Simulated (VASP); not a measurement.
# Al in VASP: notebook

Al is run at these levels: PBE; tasks: single point, relaxation of the atoms.

Everything below comes from runs of VASP 6.6.1. Logs are shortened: lines on timing, memory, paths and dates and some standing lists are left out, and cuts for length are marked.

**1. The cell of the first run**

The cell holds a slab with vacuum, 3 atoms: a = 2.858 Å, b = 2.858 Å, c = 19.041 Å, α = 90.00°, β = 90.00°, γ = 90.00°.

**2. Single point, PBE**

INCAR

```
PREC = Accurate
ENCUT = 520
EDIFF = 1E-7
ISMEAR = 0
SIGMA = 0.1
LREAL = False
LASPH = True
NELM = 80
ALGO = Normal
ISIF = 2
LWAVE = False
LCHARG = False
LDIPOL = True
IDIPOL = 3
DIPOL = 0.5 0.5 0.500
GGA = PE
NBANDS = 12
```

KPOINTS

```
regular mesh
0
Gamma
  12 12 1
```

POSCAR

```
Al
1.0
    2.8577415166      0.0000000000      0.0000000000
    0.0000000000      2.8577415166      0.0000000000
    0.0000000000      0.0000000000     19.0414568105
Al
3
Direct
    0.5000000000      0.5000000000      0.3938774262
    0.0000000000      0.0000000000      0.5000000000
    0.5000000000      0.5000000000      0.6061225738
```

Potentials or basis: VASP PAW PBE potentials, release 64 (Al).

Run with:

```sh
> cat potpaw_PBE.64/Al/POTCAR > POTCAR
> mpirun -np 1 vasp_std > vasp.out
```

OUTCAR:

```text
PREC = Accurate
   ENCUT = 520
   EDIFF = 1E-7
   ISMEAR = 0
   LREAL = False
   LASPH = True
   NELM = 80
   ISIF = 2
   GGA = PE

 ion  position               nearest neighbor table
   1  0.500  0.500  0.394-   2 2.86   2 2.86   2 2.86   2 2.86
   2  0.000  0.000  0.500-   1 2.86   3 2.86   1 2.86   3 2.86   1 2.86   3 2.86   1 2.86   3 2.86

   3  0.500  0.500  0.606-   2 2.86   2 2.86   2 2.86   2 2.86

  LATTYP: Found a simple tetragonal cell.
 ALAT       =     2.8577415166
 C/A-ratio  =     6.6631137561

  Lattice vectors:

 A1 = (   2.8577415166,   0.0000000000,   0.0000000000)
 A2 = (   0.0000000000,   2.8577415166,   0.0000000000)
 A3 = (   0.0000000000,   0.0000000000,  19.0414568105)

Analysis of symmetry for initial positions (statically):
=====================================================================
 Subroutine PRICEL returns:
 Original cell was already a primitive cell.

 Routine SETGRP: Setting up the symmetry group for a
 simple tetragonal supercell.

 Subroutine GETGRP returns: Found 16 space group operations
 (whereof 16 operations were pure point group operations)
 out of a pool of 16 trial point group operations.

The static configuration has the point symmetry D_4h.

Analysis of symmetry for dynamics (positions and initial velocities):
=====================================================================
 Subroutine PRICEL returns:
 Original cell was already a primitive cell.

 Routine SETGRP: Setting up the symmetry group for a
 simple tetragonal supercell.

 Subroutine GETGRP returns: Found 16 space group operations
 (whereof 16 operations were pure point group operations)
 out of a pool of 16 trial point group operations.

The dynamic configuration has the point symmetry D_4h.

 Subroutine INISYM returns: Found 16 space group operations
 (whereof 16 operations are pure point group operations),
 and found     1 'primitive' translations

----------------------------------------------------------------------------------------

                                     Primitive cell

  volume of cell :     155.5056

  direct lattice vectors                    reciprocal lattice vectors
     2.857741517  0.000000000  0.000000000     0.349926680  0.000000000  0.000000000
     0.000000000  2.857741517  0.000000000     0.000000000  0.349926680  0.000000000
     0.000000000  0.000000000 19.041456811     0.000000000  0.000000000  0.052516990

  length of vectors
     2.857741517  2.857741517 19.041456811     0.349926680  0.349926680  0.052516990

  position of ions in fractional coordinates (direct lattice)
     0.500000000  0.500000000  0.393877426
     0.000000000  0.000000000  0.500000000
     0.500000000  0.500000000  0.606122574

  ion indices of the primitive-cell ions
   primitive index   ion index
[... 98 lines left out ...]
  Thomas-Fermi vector in A             =   1.696839
   LORBIT       =      0    0 simple, 1 ext, 2 COOP (PROOUT), +10 PAW based schemes
   GGA     = PE    functional components
   LHFCALC =     F    Hartree Fock is set to
   AEXX    =    0.0000 exact exchange contribution
   IVDW    =     0    specifies the selected vdW correction
   LEPSILON=     F    determine dielectric tensor
   LRPA    =     F    only Hartree local field effects (RPA)
 non-spin polarized calculation
 Gauss-broadening in eV      SIGMA  =   0.10
  energy-cutoff  :      520.00
  volume of cell :      155.51
 maximum number of plane-waves:      4216
 NGX is ok and might be reduce to    24
   NGX = 11   NGY = 11   NGZ = 71

 dipolmoment           0.000000      0.000000     -0.000000 electrons x Angstroem

 number of electron       9.0000000 magnetization

 dipolmoment           0.000000      0.000000      0.000000 electrons x Angstroem

 Free energy of the ion-electron system (eV)
  ---------------------------------------------------
  ext. energy  EPLUGINS =         0.00000000
  ---------------------------------------------------
  free energy    TOTEN  =       -10.23315326 eV

  energy without entropy =      -10.22619480  energy(sigma->0) =      -10.22967403

 E-fermi :  -0.4072     XC(G=0):  -4.2863

 val. band max:       -0.4444186905   @ k =   0.2500   0.2500   0.0000
 cond. band min:      -0.3723932936   @ k =   0.3333   0.1667   0.0000
 fundamental gap:      0.0720253969
 Fermi energy:        -0.4072270204

 k-point     1 :       0.0000    0.0000    0.0000
  band No.  band energies     occupation
      1     -10.6671      2.00000
      2      -8.4389      2.00000
      3      -5.0964      2.00000
      4      -2.1064      2.00000
      5       1.7235      0.00000
      6       3.5105      0.00000
      7       3.9503      0.00000
      8       5.6005      0.00000
      9       5.6683      0.00000
     10       5.7909      0.00000
     11       5.9658      0.00000
     12       5.9658      0.00000
[... 331 lines left out ...]
 k-point    24 :       0.4167    0.3333    0.0000
  band No.  band energies     occupation
      1      -5.6274      2.00000
      2      -3.4581      2.00000
      3      -2.8321      2.00000
      4      -0.7225      1.99999
      5      -0.2207      0.00834
      6       0.3774      0.00000
      7       2.2421      0.00000
      8       2.5309      0.00000
      9       2.9524      0.00000
     10       3.0943      0.00000
     11       4.9509      0.00000
     12       5.3520      0.00000

 [... further k-points ...]

------------------------ aborting loop because EDIFF is reached ----------------------------------------

 vacuum level on the upper side and lower side of the slab       (xc-potential included)        -0.083        -0.083

  FORCE on cell =-STRESS in cart. coord.  units (eV):
  Direction    XX          YY          ZZ          XY          YZ          ZX
  --------------------------------------------------------------------------------------
  -------------------------------------------------------------------------------------
  Total       -1.2945676     -1.2945676      0.0351236      0.0000000      0.0000000      0.0000000
  in kB      -13.3379555    -13.3379555      0.3618792      0.0000000      0.0000000      0.0000000
  external PRESSURE =      -8.7713440 kB  Pullay stress =       0.0000000 kB

 VOLUME and BASIS-vectors are now :
 -----------------------------------------------------------------------------
  energy-cutoff  :      520.00
  volume of cell :      155.51
      direct lattice vectors                 reciprocal lattice vectors
     2.857741517  0.000000000  0.000000000     0.349926680  0.000000000  0.000000000
     0.000000000  2.857741517  0.000000000     0.000000000  0.349926680  0.000000000
     0.000000000  0.000000000 19.041456811     0.000000000  0.000000000  0.052516990

 POSITION                                       TOTAL-FORCE (eV/Angst)
 -----------------------------------------------------------------------------------
      1.42887      1.42887      7.50000         0.000000     -0.000000     -0.009047
      0.00000      0.00000      9.52073         0.000000      0.000000      0.000000
      1.42887      1.42887     11.54146        -0.000000      0.000000      0.009047
 -----------------------------------------------------------------------------------
    total drift:                               -0.000000      0.000000      0.000000

  FREE ENERGIE OF THE ION-ELECTRON SYSTEM (eV)
  ---------------------------------------------------
  free  energy   TOTEN  =       -10.2331532638 eV

  energy  without entropy=      -10.2261948020  energy(sigma->0) =      -10.22967403

 vacuum level on the upper side and lower side of the slab         3.948         3.948
```

stdout:

```text
POSCAR found type information on POSCAR Al
 POSCAR found :  1 types and       3 ions
 scaLAPACK will be used
 LDA part: xc-table for (Slater+PW92), standard interpolation
 POSCAR, INCAR and KPOINTS ok, starting setup
 FFT: planning ... GRIDC
 FFT: planning ... GRID_SOFT
 FFT: planning ... GRID
 WAVECAR not read
 entering main loop
```

It took 31 s on 1 thread of Intel Xeon 6975P-C (Granite Rapids), shared host; peak memory 0.26 GiB.

Results:

```
Free energy   : -10.2332 eV
Largest force : 0.009 eV/Å
```

Forces in eV/Å, atoms in the order of the input:
```
Al   0.000  0.000 -0.009
Al   0.000  0.000  0.000
Al   0.000  0.000  0.009
```

**3. Relaxation of the atoms, PBE**

INCAR

```
  ALGO = Normal
  DIPOL = 0.5 0.5 0.500
  EDIFF = 1E-7
  EDIFFG = -0.02
  ENCUT = 520
  GGA = PE
  IBRION = 2
  IDIPOL = 3
  ISIF = 2
  ISMEAR = 0
  LASPH = True
  LCHARG = False
  LDIPOL = True
  LREAL = False
  LWAVE = False
  NELM = 60
  NSW = 80
  PREC = Accurate
  SIGMA = 0.1
```

KPOINTS

```
k-points
0
Gamma
  12 12 1
```

POSCAR is that of step 2.

Potentials or basis: VASP PAW PBE potentials, release 64 (Al).

Run with:

```sh
> cat potpaw_PBE.64/Al/POTCAR > POTCAR
> mpirun -np 1 vasp_std > vasp.out
```

OUTCAR:

```text
EDIFF = 1E-7
   EDIFFG = -0.02
   ENCUT = 520
   GGA = PE
   IBRION = 2
   ISIF = 2
   ISMEAR = 0
   LASPH = True
   LREAL = False
   NELM = 60
   NSW = 80
   PREC = Accurate

 ion  position               nearest neighbor table
   1  0.500  0.500  0.394-   2 2.86   2 2.86   2 2.86   2 2.86
   2  0.000  0.000  0.500-   1 2.86   3 2.86   1 2.86   3 2.86   1 2.86   3 2.86   1 2.86   3 2.86

   3  0.500  0.500  0.606-   2 2.86   2 2.86   2 2.86   2 2.86

  LATTYP: Found a simple tetragonal cell.
 ALAT       =     2.8577415166
 C/A-ratio  =     6.6631137561

  Lattice vectors:

 A1 = (   2.8577415166,   0.0000000000,   0.0000000000)
 A2 = (   0.0000000000,   2.8577415166,   0.0000000000)
 A3 = (   0.0000000000,   0.0000000000,  19.0414568105)

Analysis of symmetry for initial positions (statically):
=====================================================================
 Subroutine PRICEL returns:
 Original cell was already a primitive cell.

 Routine SETGRP: Setting up the symmetry group for a
 simple tetragonal supercell.

[... 187 lines left out ...]
      5       1.7235      0.00000
      6       3.5103      0.00000
      7       3.9572      0.00000
      8       5.6109      0.00000
[... 243 lines left out ...]
 k-point    24 :       0.4167    0.3333    0.0000
  band No.  band energies     occupation
      1      -5.6274      2.00000
      2      -3.4581      2.00000
      3      -2.8321      2.00000
      4      -0.7225      1.99999
      5      -0.2207      0.00834
      6       0.3774      0.00000
      7       2.2421      0.00000
      8       2.5309      0.00000

 [... further k-points ...]

------------------------ aborting loop because EDIFF is reached ----------------------------------------

 vacuum level on the upper side and lower side of the slab       (xc-potential included)        -0.030        -0.030

  FORCE on cell =-STRESS in cart. coord.  units (eV):
  Direction    XX          YY          ZZ          XY          YZ          ZX
  --------------------------------------------------------------------------------------
  -------------------------------------------------------------------------------------
  Total       -1.2945516     -1.2945516      0.0351139      0.0000000      0.0000000     -0.0000000
  in kB      -13.3377904    -13.3377904      0.3617788      0.0000000      0.0000000     -0.0000000
  external PRESSURE =      -8.7712673 kB  Pullay stress =       0.0000000 kB

 VOLUME and BASIS-vectors are now :
 -----------------------------------------------------------------------------
  energy-cutoff  :      520.00
  volume of cell :      155.51
      direct lattice vectors                 reciprocal lattice vectors
     2.857741517  0.000000000  0.000000000     0.349926680  0.000000000  0.000000000
     0.000000000  2.857741517  0.000000000     0.000000000  0.349926680  0.000000000
     0.000000000  0.000000000 19.041456811     0.000000000  0.000000000  0.052516990

 POSITION                                       TOTAL-FORCE (eV/Angst)
 -----------------------------------------------------------------------------------
      1.42887      1.42887      7.50000         0.000000      0.000000     -0.009053
      0.00000      0.00000      9.52073         0.000000      0.000000     -0.000000
      1.42887      1.42887     11.54146         0.000000      0.000000      0.009053
 -----------------------------------------------------------------------------------
    total drift:                               -0.000000      0.000000      0.000000

  FREE ENERGIE OF THE ION-ELECTRON SYSTEM (eV)
  ---------------------------------------------------
  free  energy   TOTEN  =       -10.2331532821 eV

  energy  without entropy=      -10.2261946071  energy(sigma->0) =      -10.22967394

 reached required accuracy - stopping structural energy minimisation

 vacuum level on the upper side and lower side of the slab         3.950         3.950
```

CONTCAR:

```text
Al
   1.00000000000000
     2.8577415166000000    0.0000000000000000    0.0000000000000000
     0.0000000000000000    2.8577415166000000    0.0000000000000000
     0.0000000000000000    0.0000000000000000   19.0414568105000015
  Al
     3
Direct
     0.5000000000000000    0.5000000000000000    0.3938774261999995
     0.0000000000000000    0.0000000000000000    0.5000000000000000
     0.5000000000000000    0.5000000000000000    0.6061225738000005

  0.00000000E+00  0.00000000E+00  0.00000000E+00
  0.00000000E+00  0.00000000E+00  0.00000000E+00
  0.00000000E+00  0.00000000E+00  0.00000000E+00
```

It took 28 s on 1 thread of Intel Xeon 6975P-C (Granite Rapids), shared host; peak memory 0.26 GiB.

What came out:

```
Free energy                  : -10.2332 eV
Largest force after relaxing : 0.009 eV/Å
```

Forces on the atoms (eV/Å):
```
Al   0.000  0.000 -0.009
Al   0.000  0.000  0.000
Al   0.000  0.000  0.009
```

Final structure:
```xyz
3
Lattice="2.8577 0.0000 0.0000 0.0000 2.8577 0.0000 0.0000 0.0000 19.0415" Properties=species:S:1:pos:R:3 pbc="T T T"
Al    1.4289    1.4289    7.5000
Al    0.0000    0.0000    9.5207
Al    1.4289    1.4289   11.5415
```

Caveat: the relaxation stopped at its first step, so nothing moved.
